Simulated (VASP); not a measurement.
Wanted: the native input for a VASP 6.6.1 run.

* Task: single point
* Functional: r2SCAN
* Potentials or basis: VASP PAW PBE potentials, release 64 (Ti_sv, Si)
* Cutoff: 520 eV
* k mesh: 8 × 8 × 8
* Occupations: fermi-dirac, width 0.05 eV
* Spin: no spin polarisation
* Dipole correction: no
* Further INCAR settings: ALGO = Normal; EDIFF = 1e-06; NBANDS = 29

TiSi2:

```xyz
6
Lattice="1.7997 -6.8919 0.0000 1.7997 6.8919 0.0000 0.0000 0.0000 3.6351" Properties=species:S:1:pos:R:3 pbc="T T T"
Ti    1.7997    5.4705    0.9088
Ti    1.7997   -5.4705    2.7263
Si    1.7997   -3.4503    0.9088
Si    1.7997    3.4503    2.7263
Si    1.7997    0.8029    0.9088
Si    1.7997   -0.8029    2.7263
```

One way to write it, as run:

POSCAR

```
TiSi2
1.0
    1.7997237164     -6.8918501234      0.0000000000
    1.7997237164      6.8918501234      0.0000000000
    0.0000000000      0.0000000000      3.6350970940
Ti Si
2 4
Direct
    0.1031180800      0.8968819200      0.2500000000
    0.8968819200      0.1031180800      0.7500000000
    0.7503148200      0.2496851800      0.2500000000
    0.2496851800      0.7503148200      0.7500000000
    0.4417485500      0.5582514500      0.2500000000
    0.5582514500      0.4417485500      0.7500000000
```

INCAR.step1

```
  PREC = Accurate
  ENCUT = 520
  ISMEAR = -1
  SIGMA = 0.05
  LREAL = F
  LASPH = T
  NELM = 80
  NBANDS = 29
  GGA = PE
  ALGO = Normal
  EDIFF = 1E-4
  LWAVE = T
  LCHARG = F
```

INCAR.step2

```
  PREC = Accurate
  ENCUT = 520
  EDIFF = 1E-6
  ISMEAR = -1
  SIGMA = 0.05
  LREAL = F
  LASPH = T
  NELM = 80
  ALGO = Normal
  ISIF = 2
  LWAVE = F
  LCHARG = T
  METAGGA = R2SCAN
  LMIXTAU = T
  LELF = T
  LVHAR = T
  NBANDS = 29
  ISTART = 1
```

KPOINTS

```
Automatic mesh
0
Gamma
  8 8 8
```

Potentials or basis: VASP PAW PBE potentials, release 64 (Ti_sv, Si).

The run is started by

```console
$ cat potpaw_PBE.64/Ti_sv/POTCAR potpaw_PBE.64/Si/POTCAR > POTCAR
$ cp INCAR.step1 INCAR
$ mpirun -np 1 vasp_std > vasp.out
$ cp INCAR.step2 INCAR
$ mpirun -np 1 vasp_std > vasp.out
```

It gave:

- Pressure: -7.4 GPa
- Largest force: 0.183 eV/Å
- Band gap on the k mesh: zero (band 20 reaches 10.33 eV, above the bottom of band 21 at 9.36 eV)

Caveat: the PAW data sets were made with another functional, which shifts forces and pressure a little.

It took 14 min on 1 thread of Intel(R) Xeon(R) 6975P-C (Granite Rapids), with other jobs on the host, peak memory 0.45 GiB.
